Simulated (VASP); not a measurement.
A run of VASP 6.6.1:

Contents of INCAR:

```
SYSTEM = As
PREC = Accurate ; ENCUT = 520
EDIFF = 1E-6 ; ISMEAR = 0
SIGMA = 0.01 ; LREAL = .False.
LASPH = .True. ; NELM = 80
ALGO = Normal ; ISIF = 2
LWAVE = .False. ; LCHARG = .False.
NBANDS = 18
```

Contents of KPOINTS:

```
regular mesh
0
Gamma
  10 10 8
  0 0 0
```

POSCAR

```
As
1.0
    1.8564569571     -5.3851555206      0.0000000000
    1.8564569571      5.3851555206      0.0000000000
    0.0000000000      0.0000000000      4.2076869844
As
4
Direct
    0.1127064696      0.8872935304      0.0534288460
    0.6127064696      0.3872935304      0.4465711540
    0.8872935304      0.1127064696      0.9465711540
    0.3872935304      0.6127064696      0.5534288460
```

Potentials or basis: VASP PAW LDA potentials, release 64 (As).

Launch:

```bash
$ cat potpaw_LDA.64/As/POTCAR > POTCAR
$ mpirun -np 1 vasp_std > vasp.out
```

Hardware: 1 thread of Intel(R) Xeon(R) Platinum 8259CL CPU @ 2.50GHz (Skylake/Cascade Lake), on a shared host.

Task: Estimate the wall time of this run.

Result: Run time: 3.4 min on 1 thread of Intel(R) Xeon(R) Platinum 8259CL CPU @ 2.50GHz (Skylake/Cascade Lake), with other jobs on the host, peak memory 0.31 GiB. Counts: scf iterations 11, k points 155.
